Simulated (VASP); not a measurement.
# Al (P6/mmm) in VASP: a series of runs

Al is run at these levels: r2SCAN; tasks: single point, relaxation of cell and atoms.

Everything below comes from runs of VASP 6.6.1. Logs are shortened: lines on timing, memory, paths and dates and some standing lists are left out, and cuts for length are marked.

### 1 The cell of the first run

The structure is hexagonal, space group P6/mmm (No. 191). Conventional cell: a = 4.547 Å, b = 4.547 Å, c = 2.758 Å, α = 90.00°, β = 90.00°, γ = 120.00°. Within 3.6 Å of Al (site symmetry 6/mmm) lie 14 Al at 2.76 to 2.97 Å. Within 3.5 Å of Al (site symmetry -6m2) lie 11 Al at 2.63 to 2.97 Å.

### 2 Single point, r2SCAN

Input file POSCAR:

```
Al
1.0
    4.5473338687      0.0000000000      0.0000000000
   -2.2736669343      3.9381066498      0.0000000000
    0.0000000000      0.0000000000      2.7577648066
Al
3
Direct
    0.0000000000      0.0000000000      0.0000000000
    0.3333333333      0.6666666667      0.5000000000
    0.6666666667      0.3333333333      0.5000000000
```

Input file INCAR.step1:

```
SYSTEM = Al
  PREC = Accurate
  ENCUT = 520
  ISMEAR = 0
  SIGMA = 0.1
  LREAL = .FALSE.
  LASPH = .TRUE.
  NELM = 60
  NBANDS = 12
  GGA = PE
  ALGO = Normal
  EDIFF = 1E-4
  LWAVE = .TRUE.
  LCHARG = .FALSE.
```

Input file INCAR.step2:

```
SYSTEM = Al
  PREC = Accurate
  ENCUT = 520
  EDIFF = 1E-7
  ISMEAR = 0
  SIGMA = 0.1
  LREAL = .FALSE.
  LASPH = .TRUE.
  NELM = 60
  ALGO = Normal
  ISIF = 2
  LWAVE = .FALSE.
  LCHARG = .FALSE.
  METAGGA = R2SCAN
  LMIXTAU = .TRUE.
  NBANDS = 12
  ISTART = 1
```

Input file KPOINTS:

```
regular mesh
0
G
  12 12 16
  0 0 0
```

Potentials or basis: VASP PAW PBE potentials, release 64 (Al).

Run with:

```bash
cat potpaw_PBE.64/Al/POTCAR > POTCAR
cp INCAR.step1 INCAR
mpirun -np 1 vasp_std > vasp.out
cp INCAR.step2 INCAR
mpirun -np 1 vasp_std > vasp.out
```

OUTCAR:

```text
SYSTEM = Al
   PREC = Accurate
   ENCUT = 520
   EDIFF = 1E-7
   ISMEAR = 0
   LREAL = .FALSE.
   LASPH = .TRUE.
   NELM = 60
   ISIF = 2
   METAGGA = R2SCAN
   ISTART = 1

 ion  position               nearest neighbor table
   1  0.000  0.000  0.000-   2 2.97   3 2.97   2 2.97   3 2.97   2 2.97   2 2.97   3 2.97   3 2.97
                             3 2.97   3 2.97   2 2.97   2 2.97
   2  0.333  0.667  0.500-   3 2.63   3 2.63   3 2.63   1 2.97   1 2.97   1 2.97   1 2.97   1 2.97
                             1 2.97
   3  0.667  0.333  0.500-   2 2.63   2 2.63   2 2.63   1 2.97   1 2.97   1 2.97   1 2.97   1 2.97
                             1 2.97

  LATTYP: Found a hexagonal cell.
 ALAT       =     4.5473338687
 C/A-ratio  =     0.6064575169

  Lattice vectors:

 A1 = (   4.5473338687,   0.0000000000,   0.0000000000)
 A2 = (  -2.2736669343,   3.9381066498,   0.0000000000)
 A3 = (   0.0000000000,   0.0000000000,   2.7577648066)

Analysis of symmetry for initial positions (statically):
=====================================================================
 Subroutine PRICEL returns:
 Original cell was already a primitive cell.

 Routine SETGRP: Setting up the symmetry group for a
 hexagonal supercell.

 Subroutine GETGRP returns: Found 24 space group operations
 (whereof 24 operations were pure point group operations)
 out of a pool of 24 trial point group operations.

The static configuration has the point symmetry D_6h.

Analysis of symmetry for dynamics (positions and initial velocities):
=====================================================================
 Subroutine PRICEL returns:
 Original cell was already a primitive cell.

 Routine SETGRP: Setting up the symmetry group for a
 hexagonal supercell.

 Subroutine GETGRP returns: Found 24 space group operations
 (whereof 24 operations were pure point group operations)
 out of a pool of 24 trial point group operations.

The dynamic configuration has the point symmetry D_6h.

 Subroutine INISYM returns: Found 24 space group operations
 (whereof 24 operations are pure point group operations),
 and found     1 'primitive' translations

----------------------------------------------------------------------------------------

                                     Primitive cell

  volume of cell :      49.3857

  direct lattice vectors                    reciprocal lattice vectors
     4.547333869  0.000000000  0.000000000     0.219909078  0.126964566  0.000000000
    -2.273666934  3.938106650  0.000000000     0.000000000  0.253929131  0.000000000
[... 95 lines left out ...]
   POTIM  = 0.5000    time-step for ionic-motion
   TEBEG  =    0.0;   TEEND  =   0.0 temperature during run
   PSTRESS=    0.0 pullay stress
   NELECT =       9.0000    total number of electrons
   NUPDOWN=      -1.0000    fix difference up-down
   EMIN   =  10.00;   EMAX   =-10.00  energy-range for DOS
   EFERMI =   0.00;   METHOD = LEGACY
   ISMEAR =     0;   SIGMA  =   0.10  broadening in eV -4-tet -1-fermi 0-gaus
   EFERMI_NEDOS =   21; number of points for ismear=-14 and -15
   IALGO  =     38    algorithm
   IMIX   =      4    mixing-type and parameters
     AMIX     =   0.40;   BMIX     =  1.00
     AMIX_MAG =   1.60;   BMIX_MAG =  1.00
  volume/ion in A,a.u.               =      16.46       111.09
  Fermi-wavevector in a.u.,A,eV,Ry     =   0.928158  1.753964 11.721105  0.861477
  Thomas-Fermi vector in A             =   2.054304
   LORBIT       =      0    0 simple, 1 ext, 2 COOP (PROOUT), +10 PAW based schemes
   METAGGA = R2SCAN    functional components
   LHFCALC =     F    Hartree Fock is set to
   AEXX    =    0.0000 exact exchange contribution
   IVDW    =     0    specifies the selected vdW correction
   LEPSILON=     F    determine dielectric tensor
   LRPA    =     F    only Hartree local field effects (RPA)
 non-spin polarized calculation
 Gauss-broadening in eV      SIGMA  =   0.10
  energy-cutoff  :      520.00
  volume of cell :       49.39
 maximum number of plane-waves:      1378
 NGX is ok and might be reduce to    36

 number of electron       9.0000000 magnetization

 Free energy of the ion-electron system (eV)
  ---------------------------------------------------
  ext. energy  EPLUGINS =         0.00000000
  ---------------------------------------------------
  free energy    TOTEN  =       -19.79389447 eV

  energy without entropy =      -19.78784995  energy(sigma->0) =      -19.79087221

 E-fermi :   8.0181     XC(G=0): -10.9266

 val. band max:        8.0178976459   @ k =   0.5000  -0.0000   0.3125
 cond. band min:       8.0411486163   @ k =   0.1667   0.1667   0.4375
 fundamental gap:      0.0232509704
 Fermi energy:         8.0180914460

 k-point     1 :       0.0000    0.0000    0.0000
  band No.  band energies     occupation
      1      -3.8330      2.00000
      2       5.5922      2.00000
      3       5.5922      2.00000
      4       5.6877      2.00000
      5       5.6877      2.00000
      6       6.8417      2.00000
      7       6.9633      2.00000
      8      15.4968      0.00000
      9      16.3302      0.00000
     10      22.4744      0.00000
     11      22.7415      0.00000
     12      22.7415      0.00000
[... 331 lines left out ...]
 k-point    24 :       0.3333    0.0000    0.0625
  band No.  band energies     occupation
      1      -2.6280      2.00000
      2       0.6911      2.00000
      3       3.6110      2.00000
      4       4.3260      2.00000
      5       9.9263      0.00000
      6      10.7438      0.00000
      7      13.3264      0.00000
      8      14.5818      0.00000
      9      16.1793      0.00000
     10      16.5912      0.00000
     11      17.8826      0.00000
     12      19.3085      0.00000

 [... further k-points ...]
[... 5 lines left out ...]
  --------------------------------------------------------------------------------------
  -------------------------------------------------------------------------------------
  Total       -0.0926296     -0.0926296     -0.0845337     -0.0000000      0.0000000      0.0000000
  in kB       -3.0051007     -3.0051007     -2.7424523     -0.0000000      0.0000000      0.0000000
  external PRESSURE =      -2.9175512 kB  Pullay stress =       0.0000000 kB

 VOLUME and BASIS-vectors are now :
 -----------------------------------------------------------------------------
  energy-cutoff  :      520.00
  volume of cell :       49.39
      direct lattice vectors                 reciprocal lattice vectors
     4.547333869  0.000000000  0.000000000     0.219909078  0.126964566  0.000000000
    -2.273666934  3.938106650  0.000000000     0.000000000  0.253929131  0.000000000
     0.000000000  0.000000000  2.757764807     0.000000000  0.000000000  0.362612503

 POSITION                                       TOTAL-FORCE (eV/Angst)
 -----------------------------------------------------------------------------------
      0.00000      0.00000      0.00000         0.000000      0.000000      0.000000
     -0.00000      2.62540      1.37888         0.000000      0.000000      0.000000
      2.27367      1.31270      1.37888        -0.000000      0.000000      0.000000
 -----------------------------------------------------------------------------------
    total drift:                               -0.000000     -0.000000     -0.000000

  FREE ENERGIE OF THE ION-ELECTRON SYSTEM (eV)
  ---------------------------------------------------
  free  energy   TOTEN  =       -19.7938944719 eV

  energy  without entropy=      -19.7878499527  energy(sigma->0) =      -19.79087221
```

OUTCAR.step1:

```text
SYSTEM = Al
   PREC = Accurate
   ENCUT = 520
   ISMEAR = 0
   LREAL = .FALSE.
   LASPH = .TRUE.
   NELM = 60
[... 588 lines left out ...]
      0.00000      0.00000      0.00000        -0.000000      0.000000      0.000000
     -0.00000      2.62540      1.37888         0.000000      0.000000      0.000000
      2.27367      1.31270      1.37888        -0.000000     -0.000000      0.000000
 -----------------------------------------------------------------------------------
    total drift:                               -0.000000      0.000000      0.000000

  FREE ENERGIE OF THE ION-ELECTRON SYSTEM (eV)
  ---------------------------------------------------
  free  energy   TOTEN  =       -10.8781854062 eV

  energy  without entropy=      -10.8721691821  energy(sigma->0) =      -10.87517729
```

Run time: 2.1 min. Hardware: 1 thread of Intel Xeon 6975P-C (Granite Rapids), shared host; peak memory 0.22 GiB.

Results:

* Free energy: -19.7939 eV
* Pressure: -0.3 GPa

Levels at points of the mesh, in eV from the Fermi level:
```tsv
k point	band 1	band 2	band 3	band 4	band 5	band 6	band 7	band 8
(0.00, 0.00, 0.00)	-11.85	-2.43	-2.43	-2.33	-2.33	-1.18	-1.05	7.48
(0.50, 0.00, 0.00)	-9.35	-9.32	-4.74	-4.04	4.60	4.85	5.32	5.41
(0.00, 0.00, 0.50)	-7.00	-6.52	1.59	1.59	2.17	2.25	2.25	2.82
(0.50, 0.00, 0.50)	-4.81	-4.32	-4.30	-3.85	-0.42	0.66	0.92	0.99
```

Caveat: the PAW data sets were made with another functional, which shifts forces and pressure a little.

### 3 Single point, r2SCAN

This run uses another cell than the first one: it holds 1 atom, not 3.

Input file POSCAR:

```
Al
1.0
    2.7610221547      0.0000000000      0.0000000000
   -1.3805110774      2.3911153264      0.0000000000
    0.0000000000      0.0000000000      2.7761655223
Al
1
Direct
    0.0000000000      0.0000000000      0.0000000000
```

Input file INCAR.step1:

```
PREC = Accurate
ENCUT = 520
ISMEAR = 0
SIGMA = 0.1
LREAL = False
LASPH = True
NELM = 60
NBANDS = 8
GGA = PE
ALGO = Normal
EDIFF = 1E-4
LWAVE = True
LCHARG = False
```

Input file INCAR.step2:

```
PREC = Accurate
ENCUT = 520
EDIFF = 1E-6
ISMEAR = 0
SIGMA = 0.1
LREAL = False
LASPH = True
NELM = 60
ALGO = Normal
ISIF = 2
LWAVE = False
LCHARG = False
METAGGA = R2SCAN
LMIXTAU = True
NBANDS = 8
ISTART = 1
```

Input file KPOINTS:

```
regular mesh
0
Gamma
  9 9 6
```

Potentials or basis: VASP PAW PBE potentials, release 64 (Al).

Run with:

```bash
cat potpaw_PBE.64/Al/POTCAR > POTCAR
cp INCAR.step1 INCAR
mpirun -np 1 vasp_std > vasp.out
cp INCAR.step2 INCAR
mpirun -np 1 vasp_std > vasp.out
```

Run time: 11 s. Hardware: 1 thread of Intel Xeon 6975P-C (Granite Rapids), shared host; peak memory 0.13 GiB.

It converged, with:

```
Free energy : -6.4557 eV
Pressure    : -0.2 GPa
```

Stress tensor (GPa, compression positive):
```
-0.17  0.00  0.00
 0.00 -0.17  0.00
 0.00  0.00 -0.26
```

Levels at points of the mesh, in eV from the Fermi level:
```csv
k point,band 1,band 2,band 3,band 4,band 5
"(0.00, 0.00, 0.00)",-10.82,7.97,8.32,13.94,13.94
"(0.00, 0.00, 0.50)",-6.49,-5.06,16.22,16.22,18.01
```

Caveat: the k points lie up to 0.38 Å⁻¹ apart; the PAW data sets were made with another functional, which shifts forces and pressure a little.

### 4 Single point, r2SCAN

This run uses another cell than the first one: it holds 1 atom, not 3.

Input file POSCAR:

```
Al
1.0
    2.7452437044      0.0000000000      0.0000000000
   -1.3726218522      2.3774507876      0.0000000000
    0.0000000000      0.0000000000      2.5650870863
Al
1
Direct
    0.0000000000      0.0000000000      0.0000000000
```

Input file INCAR.step1:

```
PREC = Accurate ; ENCUT = 520
ISMEAR = 0 ; SIGMA = 0.1
LREAL = F ; LASPH = T
NELM = 60 ; NBANDS = 8
GGA = PE ; ALGO = Normal
EDIFF = 1E-4 ; LWAVE = T
LCHARG = F
```

Input file INCAR.step2:

```
PREC = Accurate ; ENCUT = 520
EDIFF = 1E-6 ; ISMEAR = 0
SIGMA = 0.1 ; LREAL = F
LASPH = T ; NELM = 60
ALGO = Normal ; ISIF = 2
LWAVE = F ; LCHARG = F
METAGGA = R2SCAN ; LMIXTAU = T
NBANDS = 8 ; ISTART = 1
```

Input file KPOINTS:

```
Automatic mesh
0
Gamma
  9 9 8
```

Run with:

```bash
cat potpaw_PBE.64/Al/POTCAR > POTCAR
cp INCAR.step1 INCAR
mpirun -np 1 vasp_std > vasp.out
cp INCAR.step2 INCAR
mpirun -np 1 vasp_std > vasp.out
```

Run time: 12 s. Hardware: 1 thread of Intel Xeon 6975P-C (Granite Rapids), shared host; peak memory 0.11 GiB.

Results (log left out):

| Item | Value |
| --- | --- |
| Free energy | -6.3914 eV |
| Pressure | 7.9 GPa |

Stress tensor (GPa, compression positive):
```
 0.74  0.00  0.00
 0.00  0.74  0.00
 0.00  0.00 22.32
```

Levels at points of the mesh, in eV from the Fermi level:
| k point | band 1 | band 2 | band 3 | band 4 | band 5 |
| --- | --- | --- | --- | --- | --- |
| (0.00, 0.00, 0.00) | -11.57 | 8.95 | 11.06 | 13.50 | 13.50 |
| (0.00, 0.00, 0.50) | -5.97 | -5.48 | 16.67 | 16.67 | 17.87 |

Caveat: the PAW data sets were made with another functional, which shifts forces and pressure a little.

### 5 Relaxation of cell and atoms, r2SCAN

This run uses another cell than the first one: it holds 1 atom, not 3.

POSCAR is that of step 4.

Input file INCAR.step1:

```
ALGO = Normal ; EDIFF = 1E-4
ENCUT = 600 ; GGA = PE
ISMEAR = 0 ; LASPH = T
LCHARG = F ; LREAL = F
LWAVE = T ; NELM = 80
PREC = Accurate ; SIGMA = 0.1
```

Input file INCAR.step2:

```
ALGO = Normal ; EDIFF = 1E-6
EDIFFG = -0.04 ; ENCUT = 600
IBRION = 2 ; ISIF = 3
ISMEAR = 0 ; ISTART = 1
LASPH = T ; LCHARG = F
LMIXTAU = T ; LREAL = F
LWAVE = F ; METAGGA = R2SCAN
NELM = 80 ; NSW = 90
PREC = Accurate ; SIGMA = 0.1
```

Input file KPOINTS:

```
k-points
0
Gamma
  9 9 6
```

Potentials or basis: VASP PAW PBE potentials, release 64 (Al).

Run with:

```bash
cat potpaw_PBE.64/Al/POTCAR > POTCAR
cp INCAR.step1 INCAR
mpirun -np 1 vasp_std > vasp.out
cp INCAR.step2 INCAR
mpirun -np 1 vasp_std > vasp.out
```

OUTCAR:

```text
EDIFF = 1E-6
   EDIFFG = -0.04
   ENCUT = 600
   IBRION = 2
   ISIF = 3
   ISMEAR = 0
   ISTART = 1
   LASPH = T
   LREAL = F
   METAGGA = R2SCAN
   NELM = 80
   NSW = 90
   PREC = Accurate

 ion  position               nearest neighbor table
   1  0.000  0.000  0.000-

  LATTYP: Found a hexagonal cell.
 ALAT       =     2.7452437044
 C/A-ratio  =     0.9343750000

  Lattice vectors:

 A1 = (   2.7452437044,   0.0000000000,   0.0000000000)
 A2 = (  -1.3726218522,   2.3774507876,   0.0000000000)
 A3 = (   0.0000000000,   0.0000000000,   2.5650870863)

Analysis of symmetry for initial positions (statically):
=====================================================================
 Subroutine PRICEL returns:
 Original cell was already a primitive cell.

[... 453 lines left out ...]
  ext. energy  EPLUGINS =         0.00000000
  ---------------------------------------------------
  free energy    TOTEN  =        -6.45570782 eV

  energy without entropy =       -6.45377321  energy(sigma->0) =       -6.45474051

 E-fermi :   6.6130     XC(G=0): -10.4147

 val. band max:        6.4078285746   @ k =   0.2222   0.1111   0.3333
 cond. band min:       6.6867386563   @ k =   0.4444  -0.0000   0.5000
 fundamental gap:      0.2789100817
 Fermi energy:         6.6130216857

 k-point     1 :       0.0000    0.0000    0.0000
  band No.  band energies     occupation
      1      -4.2607      2.00000
      2      13.5468      0.00000
      3      13.8292      0.00000
      4      21.0191      0.00000
      5      21.0191      0.00000
[... 177 lines left out ...]
 k-point    24 :       0.3333    0.3333    0.1667
  band No.  band energies     occupation
      1       5.0708      2.00000
      2       5.0708      2.00000
      3       6.1083      2.00000
      4      17.7355      0.00000
      5      17.8384      0.00000

 [... further k-points ...]
[... 5 lines left out ...]
  --------------------------------------------------------------------------------------
  -------------------------------------------------------------------------------------
  Total        0.0036445      0.0036445      0.0280720      0.0000000     -0.0000000      0.0000000
  in kB        0.3176995      0.3176995      2.4471017      0.0000000     -0.0000000      0.0000000
  external PRESSURE =       1.0275002 kB  Pullay stress =       0.0000000 kB
[... 16 lines left out ...]
  FREE ENERGIE OF THE ION-ELECTRON SYSTEM (eV)
  ---------------------------------------------------
  free  energy   TOTEN  =        -6.4557078182 eV

  energy  without entropy=       -6.4537732070  energy(sigma->0) =       -6.45474051

 reached required accuracy - stopping structural energy minimisation
```

OUTCAR.step1:

```text
EDIFF = 1E-4
   ENCUT = 600
   GGA = PE
   ISMEAR = 0
   LASPH = T
[... 409 lines left out ...]

 POSITION                                       TOTAL-FORCE (eV/Angst)
 -----------------------------------------------------------------------------------
      0.00000      0.00000      0.00000        -0.000000      0.000000      0.000000
 -----------------------------------------------------------------------------------
    total drift:                               -0.000000      0.000000      0.000000

  FREE ENERGIE OF THE ION-ELECTRON SYSTEM (eV)
  ---------------------------------------------------
  free  energy   TOTEN  =        -3.4289963060 eV

  energy  without entropy=       -3.4259449002  energy(sigma->0) =       -3.42747060
```

Wall time 35 s (1 thread of Intel Xeon 6975P-C (Granite Rapids), shared host); peak memory 0.13 GiB.

What came out:

```yaml
Free_energy: -6.4557 eV
Relaxed_volume: 18.38 Å³/atom
Relaxed_cell: a = 2.717 Å, b = 2.717 Å, c = 2.874 Å, α = 90.00°, β = 90.00°, γ = 120.00°
Space_group_after_relaxing_to_0.05_Å: P6/mmm (No. 191)
Energy_gained_by_relaxing: 98.6 meV/atom
Ionic_steps: 9
Pressure_after_relaxing: 0.1 GPa
```

Step by step:
| step | energy change (eV) | largest force (eV/Å) | pressure (GPa) | volume (Å³) |
| --- | --- | --- | --- | --- |
| 1 | 0.0000 | 0.0000 | 7.66 | 16.74 |
| 2 | -0.0975 | 0.0000 | -0.68 | 18.64 |
| 3 | -0.0952 | 0.0000 | 1.04 | 18.08 |
| 4 | -0.0952 | 0.0000 | 0.95 | 18.10 |
| 5 | -0.0977 | 0.0000 | -0.08 | 18.37 |
| 6 | -0.0985 | 0.0000 | -0.40 | 18.51 |
| 7 | -0.0984 | 0.0000 | -0.33 | 18.47 |
| 8 | -0.0986 | 0.0000 | 0.31 | 18.34 |
| 9 | -0.0986 | 0.0000 | 0.10 | 18.38 |

Final structure:
```yaml
crystal:
  lattice:
    - [2.71740, 0.00000, 0.00000]
    - [-1.35870, 2.35334, 0.00000]
    - [0.00000, 0.00000, 2.87404]
  atoms:
    - { symbol: Al, position: [0.00000, 0.00000, 0.00000] }
```

Levels at points of the mesh, in eV from the Fermi level:
```tsv
k point	band 1	band 2	band 3	band 4	band 5
(0.00, 0.00, 0.00)	-10.87	6.93	7.22	14.41	14.41
(0.00, 0.00, 0.50)	-7.08	-5.16	16.28	16.28	18.45
```

Caveat: the k points lie up to 0.36 Å⁻¹ apart in the final cell; the PAW data sets were made with another functional, which shifts forces and pressure a little.

### 6 Summary

```csv
task,cell,k mesh,cutoff (eV),gap on the mesh (eV),pressure (GPa)
single point,"a = 4.547, b = 4.547, c = 2.758 Å, angles 90.0, 90.0, 120.0°, 3 atoms",12 × 12 × 16,520,none,-0.3
single point,"a = 2.761, b = 2.761, c = 2.776 Å, angles 90.0, 90.0, 120.0°, 1 atom",9 × 9 × 6,520,none,-0.2
single point,"a = 2.745, b = 2.745, c = 2.565 Å, angles 90.0, 90.0, 120.0°, 1 atom",9 × 9 × 8,520,none,7.9
relaxation of cell and atoms,"relaxed from a = 2.745, b = 2.745, c = 2.565 Å, angles 90.0, 90.0, 120.0°, 1 atom",9 × 9 × 6,600,none,0.1
```

Alike in all rows: level r2SCAN; potentials or basis VASP PAW PBE potentials, release 64 (Al); no spin polarisation; smearing gaussian 0.1 eV.

Caveats: some runs use coarse meshes; the PAW data sets were made with another functional, which shifts forces and pressure a little.

Total energies depend on the potentials used, so only differences within one code and one set of settings carry meaning.
